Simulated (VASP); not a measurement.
# NbCu: single point with HF

Crystal: NbCu.

```
Nb Cu
1.0
     0.00000    2.59277    2.59277
     2.59277    0.00000    2.59277
     2.59277    2.59277    0.00000
Nb Cu
1 1
Direct
  0.00000 0.00000 0.00000
  0.50000 0.50000 0.50000
```

| Quantity | Value |
| --- | --- |
| Program | VASP 6.6.1 |
| Task | single point |
| Functional | HF |
| Potentials or basis | VASP PAW PBE potentials, release 64 (Nb_sv, Cu) |
| Cutoff | 520 eV |
| k mesh | 5 × 5 × 5 |
| Occupations | fermi-dirac, width 0.05 eV |
| Spin | no spin polarisation |
| Dipole correction | no |
| Grid for exact exchange (PRECFOCK) | Normal |
| Further INCAR settings | ALGO = Normal; EDIFF = 1e-06; NBANDS = 19 |
| Share of exact exchange | 1 |

```json
{
 "Pressure": "-1.0 GPa",
 "Band gap on the k mesh": "zero (bands 12 and 13 overlap by 6.11 eV)"
}
```

Levels at points of the mesh, in eV from the Fermi level:
```
           k point  band 9  band 10  band 11  band 12  band 13  band 14  band 15  band 16
(0.00, 0.00, 0.00)   -9.61    -9.61     5.28     5.28     5.28     6.63     6.63    14.50
```

It took 42 min on 1 thread of Oxide Virtual Turin-like Processor (shared host), peak memory 0.14 GiB.

Caveat: the k points lie up to 0.42 Å⁻¹ apart, too coarse for converged energies and pressures of a metal; the PAW data sets were made with another functional, which shifts forces and pressure a little.
